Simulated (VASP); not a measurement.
A run of VASP 6.6.1 is set up as follows.

Contents of INCAR:

```
PREC = Accurate ; ENCUT = 520
EDIFF = 1E-6 ; ISMEAR = 0
SIGMA = 0.15 ; LREAL = F
LASPH = T ; NELM = 80
ALGO = Fast ; ISIF = 2
LWAVE = F ; LCHARG = F
GGA = PS ; NBANDS = 14
```

The input KPOINTS:

```
Automatic mesh
0
Gamma
  22 22 22
```

POSCAR

```
Rh
1.0
    0.0000000000      1.9015500000      1.9585965000
    1.9015500000      0.0000000000      1.9585965000
    1.9015500000      1.9015500000      0.0000000000
Rh
1
Direct
    0.0000000000      0.0000000000      0.0000000000
```

Potentials or basis: VASP PAW PBE potentials, release 64 (Rh_pv).

The run is started by

```sh
$ cat potpaw_PBE.64/Rh_pv/POTCAR > POTCAR
$ mpirun -np 1 vasp_std > vasp.out
```

Problem. Predict the band gap on the k mesh.

Solution. Zero (an odd number of electrons rules out a gap without spin polarisation).

Problem. Estimate the pressure.

Solution. -12.4 GPa.

Stress tensor (GPa, compression positive):
```
-10.14   0.00   0.00
  0.00 -10.14   0.00
  0.00   0.00 -16.94
```

Caveat: the cell differs from its parent crystal (strain +0.000 along x and y, +0.030 along z); the cell stands under tension; the PAW data sets were made with another functional, which shifts forces and pressure a little.
